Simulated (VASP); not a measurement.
Runs of VASP 6.6.1 on Si2Bi2Te. The structure is that of space group I4/mmm (No. 139), or close to it. The cells are those of the table. 

| task | cell | k mesh | cutoff (eV) | gap on the mesh (eV) | pressure (GPa) | largest force (eV/Å) |
| --- | --- | --- | --- | --- | --- | --- |
| single point | a = 5.852 Å, angles 110.3, 110.3, 107.9°, 5 atoms | 4 × 4 × 4 | 520 | none | 11.5 | (a) |
| single point | a = 5.878 Å, angles 116.3, 116.3, 96.5°, 5 atoms | 4 × 4 × 4 | 520 | none | 0.0 | 0.01 |
| single point | a = 5.889 Å, angles 117.3, 117.3, 94.7°, 5 atoms | 8 × 8 × 8 | 520 | none | 0.0 | 0.01 |
| single point | a = 5.878 Å, angles 117.0, 117.0, 95.3°, 5 atoms | 10 × 10 × 10 | 520 | none | 0.0 | - |
| relaxation of cell and atoms | relaxed from a = 5.852 Å, angles 110.3, 110.3, 107.9°, 5 atoms | 4 × 4 × 4 | 600 | - | 0.0 | - |

Alike in all rows: level PBE; potentials or basis VASP PAW PBE potentials, release 64 (Si, Bi_d, Te); no spin polarisation; smearing gaussian 0.1 eV.

Problem. Fill in the values left out.

Solution. (a) 10.48.

Caveats: spin-orbit coupling is left out, which moves the levels of the heavy elements; forces of over 1 eV/Å act on the atoms, so gaps and moduli don't describe the material at rest (some runs); the bands computed are all filled at some k points, so no gap is given (some runs).

A k mesh can miss the band edges, and the runs leave out spin-orbit coupling on Bi, Te.

A gap of «none» marks levels without a gap at the run's occupations.
